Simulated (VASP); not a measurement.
# WSe2 (P6_3/mmc) in VASP: a series of runs

The runs below take WSe2 through single point, with PBE+D3(BJ)+U, PBE+D3(BJ).

Program: VASP 6.6.1. These are calculated values, not measurements. Logs are shortened: lines on timing, memory, paths and dates and some standing lists are left out, and cuts for length are marked.

**The experiment to reproduce.**

“Time-resolved XUV ARPES with tunable 24–33 eV laser pulses at 30 meV resolution”, 2019, pmc:6684652 reports, for a bulk crystal of WSe2: band gap 1.3 eV (indirect).

The runs below are set against these values where they give the same quantity.

## Step 1: The cell of the first run

Symmetry: P6_3/mmc, No. 194, hexagonal system. Conventional cell: a = 3.279 Å, b = 3.279 Å, c = 12.789 Å, α = 90.00°, β = 90.00°, γ = 120.00°. W (site symmetry -6m2) has 6 Se at 2.53 Å and 6 W at 3.28 Å within 3.3 Å. Within 3.4 Å of Se (site symmetry 3m) lie 3 W at 2.53 Å and 7 Se at 3.28 to 3.37 Å.

## Step 2: Single point, PBE+D3(BJ)+U

Contents of INCAR:

```
SYSTEM = WSe2
PREC = Accurate
ENCUT = 520
EDIFF = 1E-6
ISMEAR = 0
SIGMA = 0.02
LREAL = .FALSE.
LASPH = .TRUE.
NELM = 150
ALGO = Normal
ISIF = 2
LWAVE = .FALSE.
LCHARG = .FALSE.
LMAXMIX = 4
LDAU = .TRUE.
LDAUTYPE = 2
LDAUL = 2 -1
LDAUU = 2 0
LDAUJ = 0 0
LDAUPRINT = 1
GGA = PE
IVDW = 12
NBANDS = 35
```

Contents of KPOINTS:

```
regular mesh
0
G
  12 12 2
  0 0 0
```

Contents of POSCAR:

```
WSe2
1.0
    3.2790276047      0.0000000000      0.0000000000
   -1.6395138023      2.8397212054      0.0000000000
    0.0000000000      0.0000000000     12.7886130484
W Se
2 4
Direct
    0.3333333333      0.6666666667      0.2500000000
    0.6666666667      0.3333333333      0.7500000000
    0.3333333333      0.6666666667      0.6182912427
    0.6666666667      0.3333333333      0.1182912427
    0.3333333333      0.6666666667      0.8817087573
    0.6666666667      0.3333333333      0.3817087573
```

Potentials or basis: VASP PAW PBE potentials, release 64 (W_sv, Se).

The run is started by

```bash
$ cat potpaw_PBE.64/W_sv/POTCAR potpaw_PBE.64/Se/POTCAR > POTCAR
$ mpirun -np 1 vasp_std > vasp.out
```

OUTCAR:

```text
SYSTEM = WSe2
   PREC = Accurate
   ENCUT = 520
   EDIFF = 1E-6
   ISMEAR = 0
   LREAL = .FALSE.
   LASPH = .TRUE.
   NELM = 150
   ISIF = 2
   GGA = PE
   IVDW = 12
 IVDW          = 12

 ion  position               nearest neighbor table
   1  0.333  0.667  0.250-   4 2.53   6 2.53   4 2.53   6 2.53   4 2.53   6 2.53
   2  0.667  0.333  0.750-   3 2.53   5 2.53   3 2.53   5 2.53   3 2.53   5 2.53
   3  0.333  0.667  0.618-   2 2.53   2 2.53   2 2.53
   4  0.667  0.333  0.118-   1 2.53   1 2.53   1 2.53
   5  0.333  0.667  0.882-   2 2.53   2 2.53   2 2.53
   6  0.667  0.333  0.382-   1 2.53   1 2.53   1 2.53

  LATTYP: Found a hexagonal cell.
 ALAT       =     3.2790276047
 C/A-ratio  =     3.9001236312

  Lattice vectors:

 A1 = (   3.2790276047,   0.0000000000,   0.0000000000)
 A2 = (  -1.6395138023,   2.8397212054,   0.0000000000)
 A3 = (   0.0000000000,   0.0000000000,  12.7886130484)

Analysis of symmetry for initial positions (statically):
=====================================================================
 Subroutine PRICEL returns:
 Original cell was already a primitive cell.

 Routine SETGRP: Setting up the symmetry group for a
 hexagonal supercell.

 Subroutine GETGRP returns: Found 24 space group operations
 (whereof 12 operations were pure point group operations)
 out of a pool of 24 trial point group operations.

The static configuration has the point symmetry D_3d.
 The point group associated with its full space group is D_6h.

Analysis of symmetry for dynamics (positions and initial velocities):
=====================================================================
 Subroutine PRICEL returns:
 Original cell was already a primitive cell.

 Routine SETGRP: Setting up the symmetry group for a
 hexagonal supercell.

 Subroutine GETGRP returns: Found 24 space group operations
 (whereof 12 operations were pure point group operations)
 out of a pool of 24 trial point group operations.

The dynamic configuration has the point symmetry D_3d.
[... 198 lines left out ...]
 -0.0000  0.3301  0.0000  0.0000  0.0000
 -0.0000  0.0000  0.3563  0.0000  0.0000
 -0.0000  0.0000  0.0000  0.3301 -0.0000
 -0.0000  0.0000  0.0000 -0.0000  0.3359

 occupancies and eigenvectors

  o =  0.3301  v = -0.0000  0.5652  0.0000 -0.8250 -0.0000  0.0000  0.0000  0.0000  0.0000  0.0000      0.0000  0.0000  0.0000  0.0000  0.0000  0.0000  0.0000  0.0000  0.0000  0.0000
  o =  0.3301  v =  0.0000  0.0000  0.0000  0.0000  0.0000 -0.0000  0.5652  0.0000 -0.8250 -0.0000      0.0000  0.0000  0.0000  0.0000  0.0000  0.0000  0.0000  0.0000  0.0000  0.0000
  o =  0.3301  v = -0.0000 -0.8250 -0.0000 -0.5652  0.0000  0.0000  0.0000  0.0000  0.0000  0.0000      0.0000  0.0000  0.0000  0.0000  0.0000  0.0000  0.0000  0.0000  0.0000  0.0000
  o =  0.3301  v =  0.0000  0.0000  0.0000  0.0000  0.0000 -0.0000 -0.8250 -0.0000 -0.5652  0.0000      0.0000  0.0000  0.0000  0.0000  0.0000  0.0000  0.0000  0.0000  0.0000  0.0000
  o =  0.3359  v =  0.0000  0.0000  0.0000  0.0000  0.0000  0.9998  0.0000  0.0000 -0.0000  0.0177      0.0000  0.0000  0.0000  0.0000  0.0000  0.0000  0.0000  0.0000  0.0000  0.0000
  o =  0.3359  v =  0.9998  0.0000  0.0000 -0.0000  0.0177  0.0000  0.0000  0.0000  0.0000  0.0000      0.0000  0.0000  0.0000  0.0000  0.0000  0.0000  0.0000  0.0000  0.0000  0.0000
  o =  0.3359  v = -0.0177  0.0000 -0.0000  0.0000  0.9998  0.0000  0.0000  0.0000  0.0000  0.0000      0.0000  0.0000  0.0000  0.0000  0.0000  0.0000  0.0000  0.0000  0.0000  0.0000
  o =  0.3359  v =  0.0000  0.0000  0.0000  0.0000  0.0000 -0.0177  0.0000 -0.0000  0.0000  0.9998      0.0000  0.0000  0.0000  0.0000  0.0000  0.0000  0.0000  0.0000  0.0000  0.0000
  o =  0.3563  v =  0.0000  0.0000  0.0000  0.0000  0.0000 -0.0000 -0.0000  1.0000  0.0000  0.0000      0.0000  0.0000  0.0000  0.0000  0.0000  0.0000  0.0000  0.0000  0.0000  0.0000
  o =  0.3563  v = -0.0000 -0.0000  1.0000  0.0000  0.0000  0.0000  0.0000  0.0000  0.0000  0.0000      0.0000  0.0000  0.0000  0.0000  0.0000  0.0000  0.0000  0.0000  0.0000  0.0000

 number of electron      51.9999988 magnetization

 Free energy of the ion-electron system (eV)
  ---------------------------------------------------
  ext. energy  EPLUGINS =         0.00000000
  ---------------------------------------------------
  free energy    TOTEN  =       -38.58779878 eV

  energy without entropy =      -38.58779878  energy(sigma->0) =      -38.58779878

 E-fermi :   6.7466     XC(G=0): -10.9008

 val. band max:        6.5965344108   @ k =   0.0000   0.0000   0.0000
 cond. band min:       7.4914274960   @ k =   0.1667   0.1667   0.0000
 fundamental gap:      0.8948930852
 Fermi energy:         6.7465978053

 k-point     1 :       0.0000    0.0000    0.0000
  band No.  band energies     occupation
      1     -68.0606      2.00000
      2     -68.0606      2.00000
      3     -32.2878      2.00000
      4     -32.2877      2.00000
      5     -32.1601      2.00000
      6     -32.1601      2.00000
[... 901 lines left out ...]
     34      10.5270      0.00000
     35      12.0512      0.00000

 [... further k-points ...]

------------------------ aborting loop because EDIFF is reached ----------------------------------------

 Edisp (eV)   -2.85284

 E8    (eV) :    -1.2725

  FORCE on cell =-STRESS in cart. coord.  units (eV):
  Direction    XX          YY          ZZ          XY          YZ          ZX
  --------------------------------------------------------------------------------------
  -------------------------------------------------------------------------------------
  Total       1.12295     1.12295     1.43318     0.00000     0.00000     0.00000
  in kB      15.10862    15.10862    19.28262     0.00000     0.00000     0.00000
  external pressure =       16.50 kB  Pullay stress =        0.00 kB

 VOLUME and BASIS-vectors are now :
 -----------------------------------------------------------------------------
  energy-cutoff  :      520.00
  volume of cell :      119.08
      direct lattice vectors                 reciprocal lattice vectors
     3.279027605  0.000000000  0.000000000     0.304968460  0.176073623  0.000000000
    -1.639513802  2.839721205  0.000000000     0.000000000  0.352147245  0.000000000
     0.000000000  0.000000000 12.788613048     0.000000000  0.000000000  0.078194562

 POSITION                                       TOTAL-FORCE (eV/Angst)
 -----------------------------------------------------------------------------------
     -0.00000      1.89315      3.19715        -0.000000      0.000000      0.000000
      1.63951      0.94657      9.59146         0.000000     -0.000000      0.000000
     -0.00000      1.89315      7.90709        -0.000000      0.000000     -0.211423
      1.63951      0.94657      1.51278        -0.000000     -0.000000     -0.211423
     -0.00000      1.89315     11.27583         0.000000      0.000000      0.211423
      1.63951      0.94657      4.88153         0.000000     -0.000000      0.211423
 -----------------------------------------------------------------------------------
    total drift:                               -0.000000      0.000000     -0.000000

  FREE ENERGIE OF THE ION-ELECTRON SYSTEM (eV)
  ---------------------------------------------------
  free  energy   TOTEN  =       -41.4406340618 eV

  energy  without entropy=      -41.4406340618  energy(sigma->0) =      -41.44063406
```

OSZICAR:

```text
N       E                     dE             d eps       ncg     rms          rms(c)
DAV:   1     0.509060343721E+03    0.50906E+03   -0.27847E+04  2940   0.145E+03
DAV:   2    -0.907614305962E+01   -0.51814E+03   -0.49940E+03  3121   0.393E+02
DAV:   3    -0.401102207214E+02   -0.31034E+02   -0.30530E+02  3272   0.911E+01
DAV:   4    -0.407671847083E+02   -0.65696E+00   -0.65377E+00  3215   0.135E+01
DAV:   5    -0.407752783562E+02   -0.80936E-02   -0.80864E-02  3207   0.164E+00    0.297E+01
DAV:   6    -0.389935145880E+02    0.17818E+01   -0.68322E+00  2979   0.174E+01    0.104E+01
DAV:   7    -0.387390554915E+02    0.25446E+00   -0.28498E+00  2833   0.801E+00    0.540E+00
DAV:   8    -0.385871157162E+02    0.15194E+00   -0.35534E-01  2972   0.409E+00    0.125E+00
DAV:   9    -0.385895302495E+02   -0.24145E-02   -0.53758E-02  3155   0.112E+00    0.902E-01
DAV:  10    -0.385878935582E+02    0.16367E-02   -0.13908E-02  2912   0.799E-01    0.152E-01
DAV:  11    -0.385878504639E+02    0.43094E-04   -0.19656E-03  2903   0.289E-01    0.178E-01
DAV:  12    -0.385878003223E+02    0.50142E-04   -0.75668E-05  3011   0.557E-02    0.105E-01
DAV:  13    -0.385877980471E+02    0.22752E-05   -0.67072E-05  2974   0.493E-02    0.104E-02
DAV:  14    -0.385877987831E+02   -0.73600E-06   -0.50745E-06  2842   0.118E-02
   1 F= -.41440634E+02 E0= -.41440634E+02  d E =-.139106E-28
```

stdout:

```text
POSCAR found type information on POSCAR W Se
 POSCAR found :  2 types and       6 ions
 scaLAPACK will be used
 LDA part: xc-table for (Slater+PW92), standard interpolation
 POSCAR, INCAR and KPOINTS ok, starting setup
 FFT: planning ... GRIDC
 FFT: planning ... GRID_SOFT
 FFT: planning ... GRID
 WAVECAR not read
 entering main loop
```

Run time: 2.3 min. Hardware: 1 thread of AMD EPYC 7R13, shared host; peak memory 0.31 GiB.

Results:

| Property | Result |
| --- | --- |
| Free energy | -41.4406 eV |
| Pressure | 1.6 GPa |
| Largest force | 0.211 eV/Å |
| Band gap on the k mesh | 0.89 eV (least direct gap 1.53 eV) |
| Dispersion energy per atom | -0.475 eV |

Forces in eV/Å, atoms in the order of the input:
```
W    0.000  0.000  0.000
W    0.000  0.000  0.000
Se   0.000  0.000 -0.211
Se   0.000  0.000 -0.211
Se   0.000  0.000  0.211
Se   0.000  0.000  0.211
```

Eigenvalues of the final occupation matrices:
| site | spin | trace | eigenvalues |
| --- | --- | --- | --- |
| site 1 d | 1 | 1.69 | 0.33 0.33 0.34 0.34 0.36 |
| site 1 d | 2 | 1.69 | 0.33 0.33 0.34 0.34 0.36 |
| site 2 d | 1 | 1.69 | 0.33 0.33 0.34 0.34 0.36 |
| site 2 d | 2 | 1.69 | 0.33 0.33 0.34 0.34 0.36 |

Caveat: spin-orbit coupling is left out, which moves the levels of the heavy elements. A k mesh can miss the band edges.

## Step 3: Single point, PBE+D3(BJ)

Contents of INCAR:

```
ALGO     = Normal         # electronic algorithm
EDIFF    = 1E-6           # SCF threshold, eV
ENCUT    = 520            # plane-wave cutoff, eV
GGA      = PE             # functional
ISIF     = 2              # what is computed and relaxed
ISMEAR   = 0              # smearing method
IVDW     = 12             # dispersion correction
LASPH    = T              # aspherical terms in the spheres
LCHARG   = F              # write CHGCAR
LREAL    = F              # projectors in reciprocal space
LWAVE    = F              # write WAVECAR
NBANDS   = 35             # bands
NELM     = 80             # most SCF steps
PREC     = Accurate       # precision mode
SIGMA    = 0.02           # smearing width, eV
```

Contents of KPOINTS:

```
k-points
0
Gamma
  12 12 2
```

Contents of POSCAR:

```
WSe2
1.0
    3.2790275604      0.0000000000      0.0000000000
   -1.6395137802      2.8397211670      0.0000000000
    0.0000000000      0.0000000000     12.7886113462
W Se
2 4
Direct
    0.3333333333      0.6666666667      0.2500000000
    0.6666666667      0.3333333333      0.7500000000
    0.3333333333      0.6666666667      0.6182912225
    0.6666666667      0.3333333333      0.1182912225
    0.3333333333      0.6666666667      0.8817087775
    0.6666666667      0.3333333333      0.3817087775
```

Potentials or basis: VASP PAW PBE potentials, release 64 (W_sv, Se).

The run is started by

```bash
$ cat potpaw_PBE.64/W_sv/POTCAR potpaw_PBE.64/Se/POTCAR > POTCAR
$ mpirun -np 1 vasp_std > vasp.out
```

Wall time 7 min (1 thread of Intel Xeon 8259CL, shared host); peak memory 0.31 GiB.

It converged, with:

```
Free energy                : -45.9306 eV
Pressure                   : 0.3 GPa
Largest force              : 0.047 eV/Å
Band gap on the k mesh     : 0.89 eV (least direct gap 1.56 eV)
Dispersion energy per atom : -0.475 eV
```

Forces on the atoms (eV/Å):
```
W    0.000  0.000  0.000
W    0.000  0.000  0.000
Se   0.000  0.000 -0.047
Se   0.000  0.000 -0.047
Se   0.000  0.000  0.047
Se   0.000  0.000  0.047
```

Stress tensor (GPa, compression positive):
```
0.28 0.00 0.00
0.00 0.28 0.00
0.00 0.00 0.39
```

Levels at points of the mesh, in eV from the valence-band top:
```csv
k point,band 22,band 23,band 24,band 25,band 26,band 27,band 28,band 29,band 30,band 31
"(0.00, 0.00, 0.00)",-1.46,-1.46,-1.20,-0.96,0.00,2.63,2.63,2.68,2.68,2.69
"(0.50, 0.00, 0.00)",-2.45,-1.49,-1.38,-1.31,-1.06,2.15,2.20,2.27,2.69,2.91
"(0.00, 0.00, 0.50)",-1.50,-1.50,-1.50,-0.20,-0.20,2.63,2.63,2.63,2.63,2.84
"(0.50, 0.00, 0.50)",-2.62,-1.37,-1.37,-1.22,-1.22,2.17,2.17,2.52,2.52,3.35
```

Caveat: spin-orbit coupling is left out, which moves the levels of the heavy elements.

## Step 4: How close it comes

Step 3. A measured gap of WSe2 is 1.3 eV (indirect; “Time-resolved XUV ARPES with tunable 24–33 eV laser pulses at 30 meV resolution”, 2019, pmc:6684652); the calculated 0.89 eV misses it by -0.41 eV. Spin-orbit coupling on Se, W is left out. The value is that of PBE+D3(BJ) on a finite k mesh, which can miss the band edges, without temperature or zero-point motion. Semilocal functionals fall short of measured gaps as a rule.
